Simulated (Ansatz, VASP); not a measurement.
# Al: VASP beside Ansatz

File INCAR:

```
PREC = Accurate
ENCUT = 520
EDIFF = 1E-6
ISMEAR = 0
SIGMA = 0.01
LREAL = F
LASPH = T
NELM = 150
ALGO = Normal
ISIF = 2
LWAVE = F
LCHARG = F
ISPIN = 2
MAGMOM = 0.5
LORBIT = 11
GGA = B5
ALDAX = 1.0
AGGAX = 1.0
AGGAC = 1.0
ALDAC = 0.0
NBANDS = 12
```

Contents of KPOINTS:

```
Automatic mesh
0
Gamma
  11 11 11
```

File POSCAR:

```
Al
1.0
    0.0000000000      2.0248050000      2.0248050000
    2.0248050000      0.0000000000      2.0248050000
    2.0248050000      2.0248050000      0.0000000000
Al
1
Direct
    0.0000000000      0.0000000000      0.0000000000
```

File input.yaml:

```yaml
crystal:
  lattice:
    - [0.0, 2.024805, 2.024805]
    - [2.024805, 0.0, 2.024805]
    - [2.024805, 2.024805, 0.0]
  atoms:
    - { symbol: Al, position: [0.0, 0.0, 0.0], spin: 0.5 }
kpoints:
  mp_grid: { grid: [11, 11, 11] }
  band_path:
    path:
      - [0.0, 0.0, 0.0]
      - [0.5, 0.0, 0.5]
      - [0.5, 0.25, 0.75]
      - [0.375, 0.375, 0.75]
      - [0.0, 0.0, 0.0]
      - [0.5, 0.5, 0.5]
      - [0.625, 0.25, 0.625]
      - [0.5, 0.25, 0.75]
    npoints: 12
scf:
  occupations: { method: gaussian, width: 0.01 }
hamiltonian:
  xc: blyp
  pseudopotentials: { kind: all_electron, datasets: crystal }
magnetization:
  spin_polarized: true
output:
  forces: true
  stress: true
  eigenvalues: true
```

Alike in both runs: functional BLYP; k mesh 11 × 11 × 11; occupations gaussian, width 0.01 eV; collinear spin.

|  | VASP | Ansatz |
| --- | --- | --- |
| version | VASP 6.6.1 | Ansatz 0.2.0 |
| potentials or method | VASP PAW PBE potentials, release 64 (Al), cutoff 520 eV | all-electron PAW datasets made for the crystal |
| task | single point | band structure |

Ansatz gave:

* gap on the k mesh at the Fermi level (eV): none
* pressure (GPa): 3.0
* net moment per atom (μB): 0.05

**Question.** Estimate VASP's values.

**Answer.** gap on the k mesh at the Fermi level (eV): none; pressure (GPa): 3.1; net moment per atom (μB): 0.05.

VASP's potentials were made for PBE, not for BLYP. A gap of «none» marks a metal or a gap that the smearing closes. Ansatz ran all-electron here, and VASP with PAW potentials.
